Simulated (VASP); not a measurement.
# FeNi (P4/mmm) in VASP: settings compared

FeNi is run at these levels: PBEsol+D3(BJ), PBEsol, r2SCAN; tasks: single point, relaxation of cell and atoms.

All numbers are computed with VASP 6.6.1; they aren't measurements. Logs are shortened: lines on timing, memory, paths and dates and some standing lists are left out, and cuts for length are marked.

## Step 1: The cell of the first run

It takes space group P4/mmm (No. 123, tetragonal). Conventional cell: a = 2.444 Å, b = 2.444 Å, c = 3.505 Å, α = 90.00°, β = 90.00°, γ = 90.00°. Fe (site symmetry 4/mmm) has 4 Fe at 2.44 Å and 8 Ni at 2.46 Å within 3.2 Å. Within 3.2 Å of Ni (site symmetry 4/mmm) lie 4 Ni at 2.44 Å and 8 Fe at 2.46 Å.

## Step 2: Single point, PBEsol+D3(BJ), collinear spin, ferrimagnetic start

Input file INCAR:

```
SYSTEM = FeNi
  ALGO = Normal
  EDIFF = 1E-7
  ENCUT = 520
  GGA = PS
  ISIF = 2
  ISMEAR = -1
  ISPIN = 2
  IVDW = 12
  LASPH = .True.
  LCHARG = .False.
  LMAXMIX = 4
  LORBIT = 11
  LREAL = .False.
  LWAVE = .False.
  MAGMOM = 3.5 -1.5
  NBANDS = 20
  NELM = 150
  PREC = Accurate
  SIGMA = 0.1
```

Input file KPOINTS:

```
k-points
0
Gamma
  13 13 9
  0 0 0
```

Input file POSCAR:

```
FeNi
1.0
    2.4443789582      0.0000000000      0.0000000000
    0.0000000000      2.4443789582      0.0000000000
    0.0000000000      0.0000000000      3.5053828926
Fe Ni
1 1
Direct
    0.0000000000      0.0000000000      0.0000000000
    0.5000000000      0.5000000000      0.5000000000
```

Potentials or basis: VASP PAW PBE potentials, release 64 (Fe, Ni).

Started as:

```bash
$ cat potpaw_PBE.64/Fe/POTCAR potpaw_PBE.64/Ni/POTCAR > POTCAR
$ mpirun -np 1 vasp_std > vasp.out
```

OUTCAR:

```text
SYSTEM = FeNi
   EDIFF = 1E-7
   ENCUT = 520
   GGA = PS
   ISIF = 2
   ISMEAR = -1
   ISPIN = 2
   IVDW = 12
   LASPH = .True.
   LORBIT = 11
   LREAL = .False.
   NELM = 150
   PREC = Accurate
 IVDW          = 12

 ion  position               nearest neighbor table
   1  0.000  0.000  0.000-   2 2.46   2 2.46   2 2.46   2 2.46   2 2.46   2 2.46   2 2.46   2 2.46

   2  0.500  0.500  0.500-   1 2.46   1 2.46   1 2.46   1 2.46   1 2.46   1 2.46   1 2.46   1 2.46

  LATTYP: Found a simple tetragonal cell.
 ALAT       =     2.4443789582
 C/A-ratio  =     1.4340586924

  Lattice vectors:

 A1 = (   2.4443789582,   0.0000000000,   0.0000000000)
 A2 = (   0.0000000000,   2.4443789582,   0.0000000000)
 A3 = (   0.0000000000,   0.0000000000,   3.5053828926)

Analysis of symmetry for initial positions (statically):
=====================================================================
 Subroutine PRICEL returns:
 Original cell was already a primitive cell.

 Routine SETGRP: Setting up the symmetry group for a
 simple tetragonal supercell.

 Subroutine GETGRP returns: Found 16 space group operations
 (whereof 16 operations were pure point group operations)
 out of a pool of 16 trial point group operations.

The static configuration has the point symmetry D_4h.

Analysis of symmetry for dynamics (positions and initial velocities):
=====================================================================
 Subroutine PRICEL returns:
 Original cell was already a primitive cell.

 Routine SETGRP: Setting up the symmetry group for a
 simple tetragonal supercell.

 Subroutine GETGRP returns: Found 16 space group operations
 (whereof 16 operations were pure point group operations)
 out of a pool of 16 trial point group operations.

The dynamic configuration has the point symmetry D_4h.

Analysis of structural, dynamic, and magnetic symmetry:
=====================================================================
 Subroutine PRICEL returns:
 Original cell was already a primitive cell.

 Routine SETGRP: Setting up the symmetry group for a
 simple tetragonal supercell.

 Subroutine GETGRP returns: Found 16 space group operations
 (whereof 16 operations were pure point group operations)
 out of a pool of 16 trial point group operations.

The overall configuration has the point symmetry D_4h.

 Subroutine INISYM returns: Found 16 space group operations
 (whereof 16 operations are pure point group operations),
 and found     1 'primitive' translations

----------------------------------------------------------------------------------------

                                     Primitive cell

  volume of cell :      20.9446

[... 112 lines left out ...]
   LORBIT       =     11    0 simple, 1 ext, 2 COOP (PROOUT), +10 PAW based schemes
   GGA     = PS    functional components
   LHFCALC =     F    Hartree Fock is set to
   AEXX    =    0.0000 exact exchange contribution
   IVDW    =    12    specifies the selected vdW correction
   LEPSILON=     F    determine dielectric tensor
   LRPA    =     F    only Hartree local field effects (RPA)
 spin polarized calculation
  energy-cutoff  :      520.00
  volume of cell :       20.94
 maximum number of plane-waves:       589
   NGX =  9   NGY =  9   NGZ = 13

 number of electron      18.0000003 magnetization       3.0816153

 Free energy of the ion-electron system (eV)
  ---------------------------------------------------
  ext. energy  EPLUGINS =         0.00000000
  ---------------------------------------------------
  free energy    TOTEN  =       -15.17297915 eV

  energy without entropy =      -15.12793267  energy(sigma->0) =      -15.15045591

 E-fermi :   8.2691     XC(G=0): -13.7000

 val. band max:        8.2659894412   @ k =   0.3846   0.3846   0.2222
 cond. band min:       8.2720159253   @ k =   0.0000   0.0000   0.2222
 fundamental gap:      0.0060264841
 Fermi energy:         8.2691067617

 spin component 1

 k-point     1 :       0.0000    0.0000    0.0000
  band No.  band energies     occupation
      1      -1.0527      1.00000
      2       2.8070      1.00000
      3       3.5387      1.00000
      4       5.5694      1.00000
      5       5.6365      1.00000
      6       5.6365      1.00000
[... 541 lines left out ...]
     19      29.5398      0.00000
     20      33.7785      0.00000

 [... further k-points ...]

 spin component 2

 k-point     1 :       0.0000    0.0000    0.0000
  band No.  band energies     occupation
      1      -0.9008      1.00000
      2       3.8498      1.00000
      3       4.6085      1.00000
      4       6.7791      1.00000
      5       6.7791      1.00000
      6       7.0977      0.99999
[... 541 lines left out ...]
     19      30.0238      0.00000
     20      34.1947      0.00000

 [... further k-points ...]

------------------------ aborting loop because EDIFF is reached ----------------------------------------

 Edisp (eV)   -0.79092

 E8    (eV) :    -0.5240

  FORCE on cell =-STRESS in cart. coord.  units (eV):
  Direction    XX          YY          ZZ          XY          YZ          ZX
  --------------------------------------------------------------------------------------
  -------------------------------------------------------------------------------------
  Total      -0.00061    -0.00061     0.00668     0.00000     0.00000    -0.00000
  in kB      -0.04645    -0.04645     0.51069     0.00000     0.00000    -0.00000
  external pressure =        0.14 kB  Pullay stress =        0.00 kB

 VOLUME and BASIS-vectors are now :
 -----------------------------------------------------------------------------
  energy-cutoff  :      520.00
  volume of cell :       20.94
      direct lattice vectors                 reciprocal lattice vectors
     2.444378958  0.000000000  0.000000000     0.409101869  0.000000000  0.000000000
     0.000000000  2.444378958  0.000000000     0.000000000  0.409101869  0.000000000
     0.000000000  0.000000000  3.505382893     0.000000000  0.000000000  0.285275541

 POSITION                                       TOTAL-FORCE (eV/Angst)
 -----------------------------------------------------------------------------------
      0.00000      0.00000      0.00000         0.000000      0.000000      0.000000
      1.22219      1.22219      1.75269         0.000000      0.000000      0.000000
 -----------------------------------------------------------------------------------
    total drift:                                0.000000     -0.000000     -0.000000

  FREE ENERGIE OF THE ION-ELECTRON SYSTEM (eV)
  ---------------------------------------------------
  free  energy   TOTEN  =       -15.9638991755 eV

  energy  without entropy=      -15.9188526953  energy(sigma->0) =      -15.94137594

 total charge

# of ion       s       p       d       tot
------------------------------------------
    1        0.507   0.568   6.257   7.333
    2        0.551   0.605   8.343   9.499
--------------------------------------------------
tot          1.058   1.174  14.600  16.832

 magnetization (x)

# of ion       s       p       d       tot
------------------------------------------
    1       -0.001  -0.019   2.477   2.456
    2       -0.027  -0.061   0.693   0.606
--------------------------------------------------
tot         -0.028  -0.080   3.170   3.062
```

OSZICAR:

```text
N       E                     dE             d eps       ncg     rms          rms(c)
DAV:   1     0.837293470180E+02    0.83729E+02   -0.82824E+03 12368   0.127E+03
DAV:   2    -0.127863493450E+02   -0.96516E+02   -0.86889E+02 11324   0.220E+02
DAV:   3    -0.172177815068E+02   -0.44314E+01   -0.42410E+01 12548   0.568E+01
DAV:   4    -0.172643344696E+02   -0.46553E-01   -0.46518E-01 12656   0.537E+00
DAV:   5    -0.172654164060E+02   -0.10819E-02   -0.10819E-02 12596   0.808E-01    0.185E+01
DAV:   6    -0.156281775863E+02    0.16372E+01   -0.91422E+00 12408   0.622E+01    0.107E+01
DAV:   7    -0.177906501811E+02   -0.21625E+01   -0.84428E+00 14580   0.685E+01    0.259E+01
DAV:   8    -0.151387038534E+02    0.26519E+01   -0.48454E+00 14528   0.477E+01    0.409E+00
DAV:   9    -0.151759978934E+02   -0.37294E-01   -0.11709E-01 14400   0.398E+00    0.201E+00
DAV:  10    -0.151731342734E+02    0.28636E-02   -0.84136E-03 16260   0.130E+00    0.102E+00
DAV:  11    -0.151735768548E+02   -0.44258E-03   -0.16823E-03 16516   0.865E-01    0.587E-01
DAV:  12    -0.151729726060E+02    0.60425E-03   -0.54793E-04 17108   0.705E-01    0.120E-01
DAV:  13    -0.151729801433E+02   -0.75373E-05   -0.13677E-04 15984   0.167E-01    0.739E-02
DAV:  14    -0.151729815069E+02   -0.13636E-05   -0.72403E-06 14080   0.441E-02    0.245E-02
DAV:  15    -0.151729798442E+02    0.16628E-05   -0.27966E-06 16556   0.283E-02    0.101E-02
DAV:  16    -0.151729792443E+02    0.59985E-06   -0.21483E-07  9804   0.101E-02    0.305E-03
DAV:  17    -0.151729791542E+02    0.90153E-07   -0.72866E-08  6092   0.446E-03
   1 F= -.15963899E+02 E0= -.15941376E+02  d E =-.450465E-01  mag=     3.0817
```

stdout:

```text
POSCAR found type information on POSCAR FeNi
 POSCAR found :  2 types and       2 ions
 scaLAPACK will be used
 -----------------------------------------------------------------------------
|                                                                             |
|                                                                             |
|     You enforced a specific xc type in the INCAR file but a different       |
|     I HOPE YOU KNOW WHAT YOU ARE DOING!                                     |
|                                                                             |
 -----------------------------------------------------------------------------

 LDA part: xc-table for (Slater+PW92), standard interpolation
 POSCAR, INCAR and KPOINTS ok, starting setup
 FFT: planning ... GRIDC
 FFT: planning ... GRID_SOFT
 FFT: planning ... GRID
 WAVECAR not read
 entering main loop
```

Run time: 3.2 min. Hardware: 1 thread of Intel Xeon Platinum 8175M at 2.50GHz (Skylake/Cascade Lake), shared host; peak memory 0.21 GiB.

What came out:

| Property | Result |
| --- | --- |
| Free energy | -15.9639 eV |
| Pressure | 0.0 GPa |
| Net moment | 3.08 μB per cell |
| Site moments | Fe +2.46; Ni +0.61 μB |
| Valence electrons inside the program's atomic spheres | Fe 7.33; Ni 9.50 |
| Dispersion energy per atom | -0.395 eV |

Caveat: the PAW data sets were made with another functional, which shifts forces and pressure a little.

## Step 3: Single point, PBEsol, collinear spin, ferrimagnetic start

This run uses another cell than the first one, of 10.76 Å³/atom.

Input file INCAR:

```
PREC = Accurate
ENCUT = 520
EDIFF = 1E-6
ISMEAR = -1
SIGMA = 0.1
LREAL = False
LASPH = True
NELM = 150
ALGO = Normal
ISIF = 2
LWAVE = False
LCHARG = False
ISPIN = 2
MAGMOM = 3.5 -1.5
LORBIT = 11
LMAXMIX = 4
GGA = PS
NBANDS = 20
```

Input file KPOINTS:

```
regular mesh
0
Gamma
  13 13 9
```

Input file POSCAR:

```
FeNi
1.0
    2.4693694152      0.0000000000      0.0000000000
    0.0000000000      2.4693694152      0.0000000000
    0.0000000000      0.0000000000      3.5300422125
Fe Ni
1 1
Direct
    0.0000000000      0.0000000000      0.0000000000
    0.5000000000      0.5000000000      0.5000000000
```

Potentials or basis: VASP PAW PBE potentials, release 64 (Fe, Ni).

Started as:

```bash
$ cat potpaw_PBE.64/Fe/POTCAR potpaw_PBE.64/Ni/POTCAR > POTCAR
$ mpirun -np 1 vasp_std > vasp.out
```

It took 2.6 min on 1 thread of Intel Xeon Platinum 8175M at 2.50GHz (Skylake/Cascade Lake), shared host; peak memory 0.21 GiB.

Results (log left out):

```yaml
Free_energy: -15.1838 eV
Pressure: 0.2 GPa
Net_moment: 3.14 μB per cell
Site_moments: Fe +2.52; Ni +0.61 μB
Valence_electrons_inside_the_program's_atomic_spheres: Fe 7.27; Ni 9.45
```

Stress tensor (GPa, compression positive):
```
0.15 0.00 0.00
0.00 0.15 0.00
0.00 0.00 0.24
```

Levels at points of the mesh, in eV from the Fermi level:
Spin up:
```tsv
k point	band 9	band 10	band 11	band 12	band 13	band 14
(0.00, 0.00, 0.00)	-0.58	-0.34	-0.34	2.27	9.54	15.10
```
Spin down:
```tsv
k point	band 4	band 5	band 6	band 7	band 8	band 9	band 10	band 11	band 12	band 13
(0.00, 0.00, 0.00)	-1.43	-1.43	-1.07	-0.45	0.27	1.73	1.73	2.09	2.44	10.54
```

Caveat: the PAW data sets were made with another functional, which shifts forces and pressure a little.

## Step 4: Single point, r2SCAN, collinear spin, ferrimagnetic start

This run uses another cell than the first one, of 11.17 Å³/atom.

Input file POSCAR:

```
FeNi
1.0
    2.5161247242      0.0000000000      0.0000000000
    0.0000000000      2.5161247242      0.0000000000
    0.0000000000      0.0000000000      3.5294425930
Fe Ni
1 1
Direct
    0.0000000000      0.0000000000      0.0000000000
    0.5000000000      0.5000000000      0.5000000000
```

Input file INCAR.step1:

```
PREC = Accurate
ENCUT = 520
ISMEAR = -1
SIGMA = 0.1
LREAL = False
LASPH = True
NELM = 150
ISPIN = 2
MAGMOM = 3.5 -1.5
LMAXMIX = 4
NBANDS = 20
GGA = PE
ALGO = Normal
EDIFF = 1E-4
LWAVE = True
LCHARG = False
```

Input file INCAR.step2:

```
PREC = Accurate
ENCUT = 520
EDIFF = 1E-6
ISMEAR = -1
SIGMA = 0.1
LREAL = False
LASPH = True
NELM = 150
ALGO = Normal
ISIF = 2
LWAVE = False
LCHARG = False
ISPIN = 2
MAGMOM = 3.5 -1.5
LORBIT = 11
LMAXMIX = 4
METAGGA = R2SCAN
LMIXTAU = True
NBANDS = 20
ISTART = 1
```

Input file KPOINTS:

```
Automatic mesh
0
Gamma
  13 13 9
```

Started as:

```bash
$ cat potpaw_PBE.64/Fe/POTCAR potpaw_PBE.64/Ni/POTCAR > POTCAR
$ cp INCAR.step1 INCAR
$ mpirun -np 1 vasp_std > vasp.out
$ cp INCAR.step2 INCAR
$ mpirun -np 1 vasp_std > vasp.out
```

Wall time 10 min (1 thread of Intel Xeon Platinum 8175M at 2.50GHz (Skylake/Cascade Lake), shared host); peak memory 0.22 GiB.

The run converged. Its results:

```
Free energy                                           : -26.5248 eV
Pressure                                              : 0.0 GPa
Net moment                                            : 3.52 μB per cell
Site moments                                          : Fe +2.92; Ni +0.67 μB
Valence electrons inside the program's atomic spheres : Fe 7.16; Ni 9.43
```

Stress tensor (GPa, compression positive):
```
-0.08  0.00  0.00
 0.00 -0.08  0.00
 0.00  0.00  0.11
```

Levels at points of the mesh, in eV from the Fermi level:
Spin up:
| k point | band 7 | band 8 | band 9 | band 10 | band 11 | band 12 | band 13 | band 14 | band 15 | band 16 |
| --- | --- | --- | --- | --- | --- | --- | --- | --- | --- | --- |
| (0.00, 0.00, 0.00) | -2.33 | -2.24 | -1.22 | -1.07 | -1.07 | 2.53 | 9.43 | 14.92 | 14.92 | 19.69 |
Spin down:
| k point | band 4 | band 5 | band 6 | band 7 | band 8 | band 9 | band 10 | band 11 |
| --- | --- | --- | --- | --- | --- | --- | --- | --- |
| (0.00, 0.00, 0.00) | -1.43 | -1.43 | -0.77 | -0.66 | 0.77 | 1.96 | 1.96 | 2.30 |

Caveat: the PAW data sets were made with another functional, which shifts forces and pressure a little.

## Step 5: Relaxation of cell and atoms, PBEsol+D3(BJ), collinear spin, ferrimagnetic start

This run uses another cell than the first one, of 11.49 Å³/atom.

Input file INCAR:

```
ALGO = Normal ; EDIFF = 1E-7
EDIFFG = -0.01 ; ENCUT = 600
GGA = PS ; IBRION = 2
ISIF = 3 ; ISMEAR = -1
ISPIN = 2 ; IVDW = 12
LASPH = True ; LCHARG = False
LMAXMIX = 4 ; LORBIT = 11
LREAL = False ; LWAVE = False
MAGMOM = 3.5 -1.5 ; NELM = 150
NSW = 50 ; PREC = Accurate
SIGMA = 0.1
```

Input file KPOINTS:

```
k-points
0
Gamma
  13 13 9
```

Input file POSCAR:

```
FeNi
1.0
    2.5330000000      0.0000000000      0.0000000000
    0.0000000000      2.5330000000      0.0000000000
    0.0000000000      0.0000000000      3.5820000000
Fe Ni
1 1
Direct
    0.0000000000      0.0000000000      0.0000000000
    0.5000000000      0.5000000000      0.5000000000
```

Started as:

```bash
$ cat potpaw_PBE.64/Fe/POTCAR potpaw_PBE.64/Ni/POTCAR > POTCAR
$ mpirun -np 1 vasp_std > vasp.out
```

Wall time 9.6 min (1 thread of Intel Xeon Platinum 8175M at 2.50GHz (Skylake/Cascade Lake), shared host); peak memory 0.25 GiB.

Results (log left out):

- Free energy: -15.9646 eV
- Relaxed volume: 10.46 Å³/atom
- Relaxed cell: a = 2.443 Å, b = 2.443 Å, c = 3.505 Å, α = 90.00°, β = 90.00°, γ = 90.00°
- Space group after relaxing (to 0.1 Å): P4/mmm (No. 123)
- Energy gained by relaxing: 58.5 meV/atom
- Ionic steps: 6
- Pressure after relaxing: 0.1 GPa
- Net moment: 3.08 μB per cell
- Site moments: Fe +2.45; Ni +0.60 μB
- Valence electrons inside the program's atomic spheres: Fe 7.34; Ni 9.50
- Dispersion energy per atom: -0.396 eV

The path:
| step | energy change (eV) | largest force (eV/Å) | pressure (GPa) | volume (Å³) |
| --- | --- | --- | --- | --- |
| 1 | 0.0000 | 0.0000 | -16.72 | 22.98 |
| 2 | 0.0018 | 0.0000 | 23.66 | 19.22 |
| 3 | -0.1158 | 0.0000 | -0.29 | 20.98 |
| 4 | -0.1159 | 0.0000 | 0.12 | 20.94 |
| 5 | -0.1167 | 0.0000 | 0.11 | 20.93 |
| 6 | -0.1170 | 0.0000 | 0.11 | 20.93 |

Final structure:
```xyz
2
Lattice="2.4434 0.0000 0.0000 0.0000 2.4434 0.0000 0.0000 0.0000 3.5052" Properties=species:S:1:pos:R:3 pbc="T T T"
Fe    0.0000    0.0000    3.5052
Ni    1.2217    1.2217    1.7526
```

Levels at points of the mesh, in eV from the Fermi level:
Spin up:
```
           k point  band 8  band 9  band 10  band 11  band 12  band 13  band 14
(0.00, 0.00, 0.00)   -1.35   -0.53    -0.28    -0.28     2.26     9.77    15.46
```
Spin down:
| k point | band 6 | band 7 | band 8 | band 9 | band 10 | band 11 |
| --- | --- | --- | --- | --- | --- | --- |
| (0.00, 0.00, 0.00) | -1.18 | -0.46 | 0.23 | 1.76 | 1.76 | 2.11 |

Caveat: the PAW data sets were made with another functional, which shifts forces and pressure a little.

## Step 6: Summary

```tsv
task	level	cell	cutoff (eV)	gap on the mesh (eV)	pressure (GPa)	moment (μB)
single point	PBEsol+D3(BJ)	a = 2.444, b = 2.444, c = 3.505 Å, 2 atoms	520	none	0.0	3.08
single point	PBEsol	a = 2.469, b = 2.469, c = 3.530 Å, 2 atoms	520	none	0.2	3.14
single point	r2SCAN	a = 2.516, b = 2.516, c = 3.529 Å, 2 atoms	520	none	0.0	3.52
relaxation of cell and atoms	PBEsol+D3(BJ)	relaxed from a = 2.533, b = 2.533, c = 3.582 Å, 2 atoms	600	none	0.1	3.08
```

Alike in all rows: potentials or basis VASP PAW PBE potentials, release 64 (Fe, Ni); spin collinear, ferrimagnetic start; k mesh 13 × 13 × 9; smearing fermi-dirac 0.1 eV.

Caveats: the PAW data sets were made with another functional, which shifts forces and pressure a little.

Absolute energies hang on the potentials; compare differences alone.
